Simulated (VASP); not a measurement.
# SnSe (Fm-3m) in VASP: relaxation of cell and atoms with RPBE

Aim: the relaxation of cell and atoms of SnSe with RPBE.

All numbers are computed with VASP 6.6.1; they aren't measurements. Logs are shortened: lines on timing, memory, paths and dates and some standing lists are left out, and cuts for length are marked.

**1. The cell of the first run**

It takes space group Fm-3m (No. 225, cubic). Conventional cell: a = 6.020 Å, b = 6.020 Å, c = 6.020 Å, α = 90.00°, β = 90.00°, γ = 90.00°. Sn (site symmetry m-3m) has 6 Se at 3.01 Å within 4.0 Å. Se (site symmetry m-3m) has 6 Sn at 3.01 Å within 4.0 Å.

**2. Relaxation of cell and atoms, RPBE, non-collinear spin, typed start, spin-orbit coupling**

INCAR reads:

```
ALGO = Normal
EDIFF = 1E-6
EDIFFG = -0.01
ENCUT = 600
GGA = RP
GGA_COMPAT = F
IBRION = 2
ISIF = 3
ISMEAR = 1
LASPH = T
LCHARG = F
LORBIT = 11
LORBMOM = T
LREAL = F
LSORBIT = T
LWAVE = F
MAGMOM = 0.289 0.289 0.289 0 0 0
NELM = 150
NSW = 60
PREC = Accurate
SIGMA = 0.1
```

KPOINTS reads:

```
k-points
0
Gamma
  8 8 8
```

POSCAR reads:

```
SnSe
1.0
    0.0000000000      3.0100000000      3.0100000000
    3.0100000000      0.0000000000      3.0100000000
    3.0100000000      3.0100000000      0.0000000000
Sn Se
1 1
Direct
    0.0000000000      0.0000000000      0.0000000000
    0.5000000000      0.5000000000      0.5000000000
```

Potentials or basis: VASP PAW PBE potentials, release 64 (Sn_d, Se).

Command:

```console
$ cat potpaw_PBE.64/Sn_d/POTCAR potpaw_PBE.64/Se/POTCAR > POTCAR
$ mpirun -np 1 vasp_ncl > vasp.out
```

OUTCAR:

```text
EDIFF = 1E-6
   EDIFFG = -0.01
   ENCUT = 600
   GGA = RP
   IBRION = 2
   ISIF = 3
   ISMEAR = 1
   LASPH = T
   LORBIT = 11
   LREAL = F
   LSORBIT = T
   NELM = 150
   NSW = 60
   PREC = Accurate

 ion  position               nearest neighbor table
   1  0.000  0.000  0.000-   2 3.01   2 3.01   2 3.01   2 3.01   2 3.01   2 3.01
   2  0.500  0.500  0.500-   1 3.01   1 3.01   1 3.01   1 3.01   1 3.01   1 3.01

  LATTYP: Found a face centered cubic cell.
 ALAT       =     6.0200000000

  Lattice vectors:

 A1 = (   0.0000000000,   3.0100000000,   3.0100000000)
 A2 = (   3.0100000000,   0.0000000000,   3.0100000000)
 A3 = (   3.0100000000,   3.0100000000,   0.0000000000)

Analysis of symmetry for initial positions (statically):
=====================================================================
 Subroutine PRICEL returns:
 Original cell was already a primitive cell.

 Routine SETGRP: Setting up the symmetry group for a
 face centered cubic supercell.

 Subroutine GETGRP returns: Found 48 space group operations
 (whereof 48 operations were pure point group operations)
 out of a pool of 48 trial point group operations.

The static configuration has the point symmetry O_h .

Analysis of symmetry for dynamics (positions and initial velocities):
=====================================================================
 Subroutine PRICEL returns:
 Original cell was already a primitive cell.

 Routine SETGRP: Setting up the symmetry group for a
 face centered cubic supercell.

 Subroutine GETGRP returns: Found 48 space group operations
 (whereof 48 operations were pure point group operations)
 out of a pool of 48 trial point group operations.

The dynamic configuration has the point symmetry O_h .

Analysis of structural, dynamic, and magnetic symmetry:
=====================================================================
 Subroutine PRICEL returns:
 Original cell was already a primitive cell.

 Routine SETGRP: Setting up the symmetry group for a
 face centered cubic supercell.

 Subroutine GETGRP returns: Found  6 space group operations
 (whereof  6 operations were pure point group operations)
 out of a pool of 48 trial point group operations.

The overall configuration has the point symmetry S_6 .

 Subroutine INISYM returns: Found  6 space group operations
 (whereof  6 operations are pure point group operations),
 and found     1 'primitive' translations

----------------------------------------------------------------------------------------

                                     Primitive cell

  volume of cell :      54.5418

  direct lattice vectors                    reciprocal lattice vectors
     0.000000000  3.010000000  3.010000000    -0.166112957  0.166112957  0.166112957
     3.010000000  0.000000000  3.010000000     0.166112957 -0.166112957  0.166112957
     3.010000000  3.010000000  0.000000000     0.166112957  0.166112957 -0.166112957

  length of vectors
     4.256782823  4.256782823  4.256782823     0.287716081  0.287716081  0.287716081

  position of ions in fractional coordinates (direct lattice)
     0.000000000  0.000000000  0.000000000
     0.500000000  0.500000000  0.500000000

  ion indices of the primitive-cell ions
   primitive index   ion index
                 1           1
                 2           2

----------------------------------------------------------------------------------------

 KPOINTS: k-points

Automatic generation of k-mesh.
 Grid dimensions read from file:
 generate k-points for:    8    8    8

 Generating k-lattice:

  Cartesian coordinates                     Fractional coordinates (reciprocal lattice)
    -0.020764120  0.020764120  0.020764120     0.125000000  0.000000000  0.000000000
     0.020764120 -0.020764120  0.020764120     0.000000000  0.125000000  0.000000000
[... 100 lines left out ...]

 number of electron      19.9999999 magnetization       0.0000078      0.0000078      0.0000078

 Free energy of the ion-electron system (eV)
  ---------------------------------------------------
  ext. energy  EPLUGINS =         0.00000000
  ---------------------------------------------------
  free energy    TOTEN  =        -7.57495728 eV

  energy without entropy =       -7.57500369  energy(sigma->0) =       -7.57497275

------------------------ aborting loop because EDIFF is reached ----------------------------------------

  FORCE on cell =-STRESS in cart. coord.  units (eV):
  Direction    XX          YY          ZZ          XY          YZ          ZX
  --------------------------------------------------------------------------------------
  -------------------------------------------------------------------------------------
  Total        0.8687052      0.8687052      0.8687052      0.0000063      0.0000063      0.0000063
  in kB       25.5184046     25.5184046     25.5184046      0.0001846      0.0001846      0.0001846
  external PRESSURE =      25.5184046 kB  Pullay stress =       0.0000000 kB
[... 25 lines left out ...]
 number of electron      20.0000004 magnetization      -0.0000005     -0.0000005     -0.0000005

 number of electron      20.0000004 magnetization       0.0000001      0.0000001      0.0000001

 E-fermi :   5.1862     XC(G=0):  -9.1838

 val. band max:        5.1013430336   @ k =   0.5000   0.5000   0.5000
 cond. band min:       5.4308487256   @ k =   0.5000   0.0000   0.0000
 fundamental gap:      0.3295056920
 Fermi energy:         5.1862050737

 k-point     1 :       0.0000    0.0000    0.0000
  band No.  band energies     occupation
      1     -17.2815      1.00000
      2     -17.2815      1.00000
      3     -17.2815      1.00000
      4     -17.2815      1.00000
      5     -16.2459      1.00000
      6     -16.2459      1.00000
[... 772 lines left out ...]
 number of electron      20.0000004 magnetization       0.0000000      0.0000000      0.0000000

 number of electron      20.0000004 magnetization      -0.0000000     -0.0000000     -0.0000000

 Free energy of the ion-electron system (eV)
  ---------------------------------------------------
  ext. energy  EPLUGINS =         0.00000000
  ---------------------------------------------------
  free energy    TOTEN  =        -7.59724611 eV

  energy without entropy =       -7.59729266  energy(sigma->0) =       -7.59726163

 E-fermi :   5.2846     XC(G=0):  -9.2304

 val. band max:        5.2002942777   @ k =   0.5000   0.5000   0.5000
 cond. band min:       5.5699682680   @ k =   0.5000   0.0000   0.0000
 fundamental gap:      0.3696739903
 Fermi energy:         5.2845748479

 k-point     1 :       0.0000    0.0000    0.0000
  band No.  band energies     occupation
      1     -17.1704      1.00000
      2     -17.1704      1.00000
      3     -17.1704      1.00000
      4     -17.1704      1.00000
      5     -16.1349      1.00000
      6     -16.1349      1.00000
[... 764 lines left out ...]
  FREE ENERGIE OF THE ION-ELECTRON SYSTEM (eV)
  ---------------------------------------------------
  free  energy   TOTEN  =        -7.5972461141 eV

  energy  without entropy=       -7.5972926599  energy(sigma->0) =       -7.59726163

 reached required accuracy - stopping structural energy minimisation

 orbital moment (x)

 # of ion     p       d       tot
 ----------------------------------------
  1        -0.000  -0.000  -0.000
  2        -0.000   0.000  -0.000
 ----------------------------------------
           -0.000  -0.000  -0.000

 orbital moment (y)

 # of ion     p       d       tot
 ----------------------------------------
  1        -0.000  -0.000  -0.000
  2        -0.000   0.000  -0.000
 ----------------------------------------
           -0.000  -0.000  -0.000

 orbital moment (z)

 # of ion     p       d       tot
 ----------------------------------------
  1        -0.000  -0.000  -0.000
  2        -0.000   0.000  -0.000
 ----------------------------------------
           -0.000  -0.000  -0.000

 Spin-Orbit-Coupling matrix elements

 Ion:    1  E_soc:     -0.0855662
 l=   1
     0.0000000    -0.0081899    -0.0081899
    -0.0081899     0.0000000    -0.0081899
    -0.0081899    -0.0081899     0.0000000
 l=   2
     0.0000000    -0.0012116     0.0000000    -0.0012116    -0.0048596
    -0.0012116     0.0000000    -0.0036447    -0.0012116    -0.0012149
     0.0000000    -0.0036447     0.0000000    -0.0036447     0.0000000
    -0.0012116    -0.0012116    -0.0036447     0.0000000    -0.0012149
    -0.0048596    -0.0012149     0.0000000    -0.0012149     0.0000000
 l=   3
     0.0000000     0.0000000     0.0000000     0.0000000     0.0000000     0.0000000     0.0000000
     0.0000000     0.0000000     0.0000000     0.0000000     0.0000000     0.0000000     0.0000000
     0.0000000     0.0000000     0.0000000     0.0000000     0.0000000     0.0000000     0.0000000
     0.0000000     0.0000000     0.0000000     0.0000000     0.0000000     0.0000000     0.0000000
     0.0000000     0.0000000     0.0000000     0.0000000     0.0000000     0.0000000     0.0000000
     0.0000000     0.0000000     0.0000000     0.0000000     0.0000000     0.0000000     0.0000000
     0.0000000     0.0000000     0.0000000     0.0000000     0.0000000     0.0000000     0.0000000

 Ion:    2  E_soc:     -0.0426865
 l=   1
     0.0000000    -0.0071220    -0.0071220
    -0.0071220     0.0000000    -0.0071220
    -0.0071220    -0.0071220     0.0000000
 l=   2
     0.0000000    -0.0000012     0.0000000    -0.0000012     0.0000088
    -0.0000012     0.0000000     0.0000066    -0.0000012     0.0000022
     0.0000000     0.0000066     0.0000000     0.0000066     0.0000000
    -0.0000012    -0.0000012     0.0000066     0.0000000     0.0000022
     0.0000088     0.0000022     0.0000000     0.0000022     0.0000000
 l=   3
     0.0000000     0.0000000     0.0000000     0.0000000     0.0000000     0.0000000     0.0000000
     0.0000000     0.0000000     0.0000000     0.0000000     0.0000000     0.0000000     0.0000000
     0.0000000     0.0000000     0.0000000     0.0000000     0.0000000     0.0000000     0.0000000
     0.0000000     0.0000000     0.0000000     0.0000000     0.0000000     0.0000000     0.0000000
     0.0000000     0.0000000     0.0000000     0.0000000     0.0000000     0.0000000     0.0000000
     0.0000000     0.0000000     0.0000000     0.0000000     0.0000000     0.0000000     0.0000000
     0.0000000     0.0000000     0.0000000     0.0000000     0.0000000     0.0000000     0.0000000

 total charge

# of ion       s       p       d       tot
------------------------------------------
    1        1.401   0.626   9.980  12.007
    2        1.473   2.293   0.021   3.787
--------------------------------------------------
tot          2.874   2.919  10.001  15.793

 magnetization (x)

# of ion       s       p       d       tot
------------------------------------------
    1        0.000   0.000   0.000   0.000
    2       -0.000   0.000  -0.000   0.000
--------------------------------------------------
tot          0.000   0.000   0.000   0.000

 magnetization (y)

# of ion       s       p       d       tot
------------------------------------------
    1        0.000   0.000   0.000   0.000
    2       -0.000   0.000  -0.000   0.000
--------------------------------------------------
tot          0.000   0.000   0.000   0.000

 magnetization (z)

# of ion       s       p       d       tot
------------------------------------------
    1        0.000   0.000   0.000   0.000
    2       -0.000   0.000  -0.000   0.000
--------------------------------------------------
tot          0.000   0.000   0.000   0.000
```

Run time: 22 min. Hardware: 1 thread of Oxide Virtual Turin-like, shared host; peak memory 0.52 GiB.

What came out:

- Free energy: -7.5972 eV
- Relaxed volume: 28.73 Å³/atom
- Relaxed cell: a = 4.331 Å, b = 4.331 Å, c = 4.331 Å, α = 60.00°, β = 60.00°, γ = 60.00°
- Space group after relaxing (to 0.1 Å): Fm-3m (No. 225)
- Energy gained by relaxing: 11.1 meV/atom
- Ionic steps: 3
- Pressure after relaxing: 0.0 GPa
- Net moment: 0.00 μB per cell
- Valence electrons inside the program's atomic spheres: Sn 12.01; Se 3.79

Step by step:
| step | energy change (eV) | largest force (eV/Å) | pressure (GPa) | volume (Å³) |
| --- | --- | --- | --- | --- |
| 1 | 0.0000 | 0.0000 | 2.55 | 54.54 |
| 2 | -0.0215 | 0.0000 | -0.43 | 58.04 |
| 3 | -0.0223 | 0.0000 | 0.00 | 57.46 |

Final structure:
```
CELL_PARAMETERS angstrom
0.00000 3.06274 3.06274
3.06274 0.00000 3.06274
3.06274 3.06274 0.00000
ATOMIC_POSITIONS crystal
Sn 0.00000 0.00000 0.00000
Se 0.50000 0.50000 0.50000
```

Moments on the atoms (μB; x, y, z):
```
Sn  0.00 0.00 0.00
Se  0.00 0.00 0.00
```

Caveat: the PAW data sets were made with another functional, which shifts forces and pressure a little.
